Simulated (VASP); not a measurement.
Set up this calculation in VASP 6.6.1, as the native input.

```
Task                   : single point
Functional             : LDA
Potentials or basis    : VASP PAW LDA potentials, release 64 (W_sv)
Cutoff                 : 520 eV
k mesh                 : 9 × 9 × 14
Occupations            : fermi-dirac, width 0.1 eV
Spin                   : no spin polarisation
Dipole correction      : no
Further INCAR settings : ALGO = Normal; EDIFF = 1e-06; NBANDS = 28
```

The structure of W lies in POSCAR:

```
W
1.0
    4.7911086543      0.0000000000      0.0000000000
   -2.3955543271      4.1492218069      0.0000000000
    0.0000000000      0.0000000000      2.6643443465
W
3
Direct
    0.0000000000      0.0000000000      0.0000000000
    0.3333333333      0.6666666667      0.5000000000
    0.6666666667      0.3333333333      0.5000000000
```

This cell differs from its parent crystal: volume scaled by 1.12.

The input as run:

INCAR

```
  ALGO = Normal
  EDIFF = 1E-6
  ENCUT = 520
  GGA = CA
  ISIF = 2
  ISMEAR = -1
  LASPH = T
  LCHARG = F
  LREAL = F
  LWAVE = F
  NBANDS = 28
  NELM = 100
  PREC = Accurate
  SIGMA = 0.1
```

KPOINTS

```
k-points
0
Gamma
  9 9 14
```

Potentials or basis: VASP PAW LDA potentials, release 64 (W_sv).

Command:

```sh
$ cat potpaw_LDA.64/W_sv/POTCAR > POTCAR
$ mpirun -np 1 vasp_std > vasp.out
```

Results of the run:

The pressure is -26.1 GPa and the band gap on the k mesh is zero (band 21 reaches 10.04 eV, above the bottom of band 22 at 9.20 eV).

Caveat: spin-orbit coupling is left out, which moves the levels of the heavy elements.

It took 45 s on 1 thread of Intel(R) Xeon(R) 6975P-C (Granite Rapids) (shared host), peak memory 0.22 GiB.
